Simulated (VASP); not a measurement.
# Sc in VASP: single point with PBE

Aim: the single point of Sc with PBE.

All numbers are computed with VASP 6.6.1; they aren't measurements. Logs are shortened: lines on timing, memory, paths and dates and some standing lists are left out, and cuts for length are marked.

### 1 The cell of the first run

The cell holds a cluster in a box, 1 atom: a = 8.500 Å, b = 8.500 Å, c = 8.500 Å, α = 90.00°, β = 90.00°, γ = 90.00°.

### 2 Single point, PBE

INCAR reads:

```
SYSTEM = Sc
  PREC = Accurate
  ENCUT = 400
  EDIFF = 1E-6
  ISMEAR = -1
  SIGMA = 0.1
  LREAL = .False.
  LASPH = .True.
  NELM = 120
  ALGO = Normal
  ISIF = 2
  LWAVE = .False.
  LCHARG = .False.
  GGA = PE
  NBANDS = 12
  GGA_COMPAT = .False.
```

KPOINTS reads:

```
regular mesh
0
Gamma
  1 1 1
  0 0 0
```

POSCAR reads:

```
Sc
1.0
    8.5000000000      0.0000000000      0.0000000000
    0.0000000000      8.5000000000      0.0000000000
    0.0000000000      0.0000000000      8.5000000000
Sc
1
Direct
    0.5100000000      0.5200000000      0.4900000000
```

Potentials or basis: VASP PAW PBE potentials, release 64 (Sc_sv).

Launch:

```sh
$ cat potpaw_PBE.64/Sc_sv/POTCAR > POTCAR
$ mpirun -np 1 vasp_gam > vasp.out
```

OUTCAR:

```text
SYSTEM = Sc
   PREC = Accurate
   ENCUT = 400
   EDIFF = 1E-6
   ISMEAR = -1
   LREAL = .False.
   LASPH = .True.
   NELM = 120
   ISIF = 2
   GGA = PE

 ion  position               nearest neighbor table
   1  0.510  0.520  0.490-

  LATTYP: Found a simple cubic cell.
 ALAT       =     8.5000000000

  Lattice vectors:

 A1 = (   8.5000000000,   0.0000000000,   0.0000000000)
 A2 = (   0.0000000000,   8.5000000000,   0.0000000000)
 A3 = (   0.0000000000,   0.0000000000,   8.5000000000)

Analysis of symmetry for initial positions (statically):
=====================================================================
 Subroutine PRICEL returns:
 Original cell was already a primitive cell.

 Routine SETGRP: Setting up the symmetry group for a
 simple cubic supercell.

 Subroutine GETGRP returns: Found 48 space group operations
 (whereof  2 operations were pure point group operations)
 out of a pool of 48 trial point group operations.

The static configuration has the point symmetry C_1h.
 The point group associated with its full space group is O_h .

Analysis of symmetry for dynamics (positions and initial velocities):
=====================================================================
 Subroutine PRICEL returns:
 Original cell was already a primitive cell.

 Routine SETGRP: Setting up the symmetry group for a
 simple cubic supercell.

 Subroutine GETGRP returns: Found 48 space group operations
 (whereof  2 operations were pure point group operations)
 out of a pool of 48 trial point group operations.

The dynamic configuration has the point symmetry C_1h.
 The point group associated with its full space group is O_h .

 Subroutine INISYM returns: Found 48 space group operations
 (whereof  2 operations are pure point group operations),
 and found     1 'primitive' translations

----------------------------------------------------------------------------------------

                                     Primitive cell

  volume of cell :     614.1250

  direct lattice vectors                    reciprocal lattice vectors
     8.500000000  0.000000000  0.000000000     0.117647059  0.000000000  0.000000000
     0.000000000  8.500000000  0.000000000     0.000000000  0.117647059  0.000000000
     0.000000000  0.000000000  8.500000000     0.000000000  0.000000000  0.117647059

  length of vectors
     8.500000000  8.500000000  8.500000000     0.117647059  0.117647059  0.117647059

  position of ions in fractional coordinates (direct lattice)
     0.510000000  0.520000000  0.490000000

  ion indices of the primitive-cell ions
   primitive index   ion index
                 1           1

----------------------------------------------------------------------------------------

 KPOINTS: regular mesh

Automatic generation of k-mesh.
 Grid dimensions read from file:
 generate k-points for:    1    1    1

 Generating k-lattice:

  Cartesian coordinates                     Fractional coordinates (reciprocal lattice)
     0.117647059  0.000000000  0.000000000     1.000000000  0.000000000  0.000000000
     0.000000000  0.117647059  0.000000000     0.000000000  1.000000000  0.000000000
     0.000000000  0.000000000  0.117647059     0.000000000  0.000000000  1.000000000

  Length of vectors
     0.117647059  0.117647059  0.117647059

  Shift w.r.t. Gamma in fractional coordinates (k-lattice)
     0.000000000  0.000000000  0.000000000

 Subroutine IBZKPT returns following result:
 ===========================================

 Found      1 irreducible k-points:

 Following reciprocal coordinates:
            Coordinates               Weight
  0.000000  0.000000  0.000000      1.000000
   k-points           NKPTS =      1   k-points in BZ     NKDIM =      1   number of bands    NBANDS=     12
   number of dos      NEDOS =    301   number of ions     NIONS =      1
   total plane-waves  NPLWV = 175616
   dimension x,y,z NGX =    56 NGY =   56 NGZ =   56
   dimension x,y,z NGXF=   112 NGYF=  112 NGZF=  112
   ions per type =               1
   NGX,Y,Z   is equivalent  to a cutoff of  10.95, 10.95, 10.95 a.u.
   NGXF,Y,Z  is equivalent  to a cutoff of  21.91, 21.91, 21.91 a.u.
 SYSTEM =  Sc
   PREC   = accura    normal or accurate (medium, high low for compatibility)
   ISTART =      0    job   : 0-new  1-cont  2-samecut
   ICHARG =      2    charge: 1-file 2-atom 10-const
   ISPIN  =      1    spin polarized calculation?
   LNONCOLLINEAR =      F non collinear calculations
   LSORBIT =      F    spin-orbit coupling
   LASPH  =      T    aspherical Exc in radial PAW
   ENCUT  =  400.0 eV  29.40 Ry    5.42 a.u.  13.86 13.86 13.86*2*pi/ulx,y,z
   NELM   =    120;   NELMIN=  2; NELMDL= -5     # of ELM steps
   EDIFF  = 0.1E-05   stopping-criterion for ELM
   LREAL  =      F    real-space projection
   EDIFFG = 0.1E-04   stopping-criterion for IOM
   NSW    =      0    number of steps for IOM
   IBRION =     -1    ionic relax: 0-MD 1-quasi-New 2-CG
   NFREE  =      0    steps in history (QN), initial steepest desc. (CG)
   ISIF   =      2    stress and relaxation
   ISYM   =      2    0-nonsym 1-usesym 2-fastsym
   POTIM  = 0.5000    time-step for ionic-motion
   TEBEG  =    0.0;   TEEND  =   0.0 temperature during run
   PSTRESS=    0.0 pullay stress
   NELECT =      11.0000    total number of electrons
   NUPDOWN=      -1.0000    fix difference up-down
   EMIN   =  10.00;   EMAX   =-10.00  energy-range for DOS
   EFERMI =   0.00;   METHOD = LEGACY
   ISMEAR =    -1;   SIGMA  =   0.10  broadening in eV -4-tet -1-fermi 0-gaus
   EFERMI_NEDOS =   21; number of points for ismear=-14 and -15
   IALGO  =     38    algorithm
   IMIX   =      4    mixing-type and parameters
     AMIX     =   0.40;   BMIX     =  1.00
     AMIX_MAG =   1.60;   BMIX_MAG =  1.00
  volume/ion in A,a.u.               =     614.12      4144.32
  Fermi-wavevector in a.u.,A,eV,Ry     =   0.428338  0.809442  2.496310  0.183474
  Thomas-Fermi vector in A             =   1.395556
   LORBIT       =      0    0 simple, 1 ext, 2 COOP (PROOUT), +10 PAW based schemes
   GGA     = PE    functional components
   LHFCALC =     F    Hartree Fock is set to
   AEXX    =    0.0000 exact exchange contribution
   IVDW    =     0    specifies the selected vdW correction
   LEPSILON=     F    determine dielectric tensor
   LRPA    =     F    only Hartree local field effects (RPA)
 non-spin polarized calculation
  energy-cutoff  :      400.00
  volume of cell :      614.12
 maximum number of plane-waves:      5538
 NGX is ok and might be reduce to    54
   NGX = 27   NGY = 27   NGZ = 27

 number of electron      11.0000007 magnetization

 Free energy of the ion-electron system (eV)
  ---------------------------------------------------
  ext. energy  EPLUGINS =         0.00000000
  ---------------------------------------------------
  free energy    TOTEN  =        -2.13029248 eV

  energy without entropy =       -1.80408080  energy(sigma->0) =       -1.96718664

 E-fermi :  -3.1590     XC(G=0):  -1.9154

 val. band max:       -3.8760699011   @ k =   0.0000   0.0000   0.0000
 cond. band min:      -2.9513374390   @ k =   0.0000   0.0000   0.0000
 fundamental gap:      0.9247324621
 Fermi energy:        -3.1589801064

 k-point     1 :       0.0000    0.0000    0.0000
  band No.  band energies     occupation
      1     -54.7517      2.00000
      2     -33.3466      2.00000
      3     -33.3466      2.00000
      4     -33.3466      2.00000
      5      -3.8761      1.99846
      6      -2.9513      0.22282
      7      -2.9513      0.22281
      8      -2.9308      0.18530
      9      -2.9308      0.18530
     10      -2.9308      0.18530
     11      -0.9219      0.00000
     12      -0.9219      0.00000

------------------------ aborting loop because EDIFF is reached ----------------------------------------

  FORCE on cell =-STRESS in cart. coord.  units (eV):
  Direction    XX          YY          ZZ          XY          YZ          ZX
  --------------------------------------------------------------------------------------
  -------------------------------------------------------------------------------------
  Total       -0.3318378     -0.3318378     -0.3318378      0.0000000      0.0000000     -0.0000000
  in kB       -0.8657245     -0.8657245     -0.8657245      0.0000000      0.0000000     -0.0000000
  external PRESSURE =      -0.8657245 kB  Pullay stress =       0.0000000 kB

 VOLUME and BASIS-vectors are now :
 -----------------------------------------------------------------------------
  energy-cutoff  :      400.00
  volume of cell :      614.12
      direct lattice vectors                 reciprocal lattice vectors
     8.500000000  0.000000000  0.000000000     0.117647059  0.000000000  0.000000000
     0.000000000  8.500000000  0.000000000     0.000000000  0.117647059  0.000000000
     0.000000000  0.000000000  8.500000000     0.000000000  0.000000000  0.117647059

 POSITION                                       TOTAL-FORCE (eV/Angst)
 -----------------------------------------------------------------------------------
      4.33500      4.42000      4.16500         0.000000      0.000000     -0.000000
 -----------------------------------------------------------------------------------
    total drift:                               -0.000007     -0.000007      0.000008

  FREE ENERGIE OF THE ION-ELECTRON SYSTEM (eV)
  ---------------------------------------------------
  free  energy   TOTEN  =        -2.1302924794 eV

  energy  without entropy=       -1.8040808021  energy(sigma->0) =       -1.96718664
```

It took 9.9 s on 1 thread of AMD EPYC 9R45 (Zen 5), shared host; peak memory 0.35 GiB.

Results:

```yaml
Free_energy: -2.1303 eV
Gap_between_the_frontier_levels: zero (an odd number of electrons rules out a gap without spin polarisation)
```
